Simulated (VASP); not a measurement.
## Ta3AsAu2O13: single point with PBEsol

Ta3AsAu2O13:

```
Ta As Au O
1.0
     5.38206    0.00000    0.00000
    -2.69103    4.66100    0.00000
     0.00000    0.00000    9.47066
Ta As Au O
3 1 2 13
Direct
  0.00000 0.00000 0.19608
  0.00000 0.00000 0.80392
  0.66667 0.33333 0.00000
  0.00000 0.00000 0.50000
  0.33333 0.66667 0.26612
  0.33333 0.66667 0.73388
  0.00000 0.00000 0.00000
  0.23407 0.95652 0.36376
  0.04348 0.27755 0.36376
  0.72245 0.76593 0.36376
  0.23407 0.95652 0.63624
  0.04348 0.27755 0.63624
  0.72245 0.76593 0.63624
  0.38614 0.33952 0.85830
  0.66048 0.04662 0.85830
  0.95338 0.61386 0.85830
  0.38614 0.33952 0.14170
  0.66048 0.04662 0.14170
  0.95338 0.61386 0.14170
```

```
Program             : VASP 6.6.1
Task                : single point
Functional          : PBEsol
Potentials or basis : VASP PAW PBE potentials, release 64 (Ta_pv, As, Au, O)
Cutoff              : 520 eV
k mesh              : 4 × 4 × 2
Occupations         : fermi-dirac, width 0.05 eV
Spin                : no spin polarisation
```

The pressure is 0.7 GPa and the largest force is 0.100 eV/Å. The band gap on the k mesh is zero (band 69 reaches 3.42 eV, above the bottom of band 70 at 3.38 eV).

Forces in eV/Å, atoms in the order of the input:
```
Ta   0.000  0.000  0.100
Ta   0.000  0.000 -0.100
Ta   0.000  0.000  0.000
As   0.000  0.000  0.000
Au   0.000  0.000 -0.003
Au   0.000  0.000  0.003
O    0.000  0.000  0.000
O    0.066 -0.001 -0.016
O   -0.032  0.057 -0.016
O   -0.033 -0.056 -0.016
O    0.066 -0.001  0.016
O   -0.032  0.057  0.016
O   -0.033 -0.056  0.016
O   -0.014  0.049 -0.019
O   -0.035 -0.037 -0.019
O    0.049 -0.012 -0.019
O   -0.014  0.049  0.019
O   -0.035 -0.037  0.019
O    0.049 -0.012  0.019
```

Stress tensor (GPa, compression positive):
```
0.51 0.00 0.00
0.00 0.51 0.00
0.00 0.00 1.18
```

Levels at points of the mesh, in eV from the Fermi level:
| k point | band 67 | band 68 | band 69 | band 70 | band 71 | band 72 |
| --- | --- | --- | --- | --- | --- | --- |
| (0.00, 0.00, 0.00) | -1.36 | 0.00 | 0.00 | 0.23 | 0.23 | 0.95 |
| (0.50, 0.00, 0.00) | -0.99 | -0.31 | -0.07 | 0.05 | 0.28 | 1.86 |
| (0.00, 0.00, 0.50) | -1.31 | -0.05 | -0.05 | 0.29 | 0.29 | 1.39 |
| (0.50, 0.00, 0.50) | -0.99 | -0.24 | -0.08 | -0.03 | 0.25 | 2.22 |

It took 8.2 min on 1 thread of Oxide Virtual Turin-like Processor, on a shared host, peak memory 0.35 GiB.

Caveat: the PAW data sets were made with another functional, which shifts forces and pressure a little; spin-orbit coupling is left out, which moves the levels of the heavy elements.
